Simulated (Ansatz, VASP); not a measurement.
# Zr2N in VASP and in Ansatz

The input POSCAR:

```
Zr2N
1.0
    5.4130027300      0.0000000000      0.0000000000
    0.0000000000      5.4130027300      0.0000000000
    0.0000000000      0.0000000000      3.3077891900
Zr N
4 2
Direct
    0.2961254600      0.2961254600      0.0000000000
    0.7038745400      0.7038745400      0.0000000000
    0.7961254600      0.2038745400      0.5000000000
    0.2038745400      0.7961254600      0.5000000000
    0.0000000000      0.0000000000      0.0000000000
    0.5000000000      0.5000000000      0.5000000000
```

INCAR.step1

```
SYSTEM = Zr2N
PREC = Accurate ; ENCUT = 520
ISMEAR = 0 ; SIGMA = 0.1
LREAL = .False. ; LASPH = .True.
NELM = 80 ; NBANDS = 38
GGA = PE ; ALGO = Normal
EDIFF = 1E-4 ; LWAVE = .True.
LCHARG = .False.
```

The input INCAR.step2:

```
SYSTEM = Zr2N
PREC = Accurate ; ENCUT = 520
EDIFF = 1E-6 ; ISMEAR = 0
SIGMA = 0.1 ; LREAL = .False.
LASPH = .True. ; NELM = 80
ALGO = Normal ; ISIF = 2
LWAVE = .False. ; LCHARG = .False.
METAGGA = R2SCAN ; LMIXTAU = .True.
NBANDS = 38 ; ISTART = 1
```

File KPOINTS:

```
regular mesh
0
Gamma
  4 4 6
  0 0 0
```

Input for Ansatz:

```yaml
crystal:
  lattice:
    - [5.41300273, 0.0, 0.0]
    - [0.0, 5.41300273, 0.0]
    - [0.0, 0.0, 3.30778919]
  atoms:
    - { symbol: Zr, position: [0.29612546, 0.29612546, 0.0] }
    - { symbol: Zr, position: [0.70387454, 0.70387454, 0.0] }
    - { symbol: Zr, position: [0.79612546, 0.20387454, 0.5] }
    - { symbol: Zr, position: [0.20387454, 0.79612546, 0.5] }
    - { symbol: "N", position: [0.0, 0.0, 0.0] }
    - { symbol: "N", position: [0.5, 0.5, 0.5] }
basis:
  ecutwfc: 500
kpoints:
  mp_grid: { grid: [4, 4, 6] }
hamiltonian:
  xc: r2scan
scf:
  occupations: { method: gaussian, width: 0.1 }
output:
  forces: true
  stress: true
  eigenvalues: true
```

Alike in both runs: task single point; functional r2SCAN; k mesh 4 × 4 × 6; occupations gaussian, width 0.1 eV; no spin polarisation.

```csv
,VASP,Ansatz
version,VASP 6.6.1,Ansatz 0.2.0
potentials or method,"VASP PAW PBE potentials, release 64 (Zr_sv, N), cutoff 520 eV","scalar-relativistic, plane waves, PAW"
valence electrons in the cell,58,58
```

|  | VASP | Ansatz | Ansatz less VASP |
| --- | --- | --- | --- |
| gap on the k mesh at the Fermi level (eV) | none | none | - |
| pressure (GPa) | -0.1 | -0.3 | -0.14 |
| traceless stress, the component that is largest in VASP (GPa) | -0.43 | -0.44 | -0.015 |
| rms of the force components (eV/Å) | 0.014 | 0.012 | -0.0024 |

VASP's potentials were made for PBE, not for r2SCAN. Atom by atom the forces differ by 0.002 eV/Å (rms over components). A gap of «none» marks a metal or a gap that the smearing closes. The functional is the same, so the differences come from potentials, cutoffs and numerics.
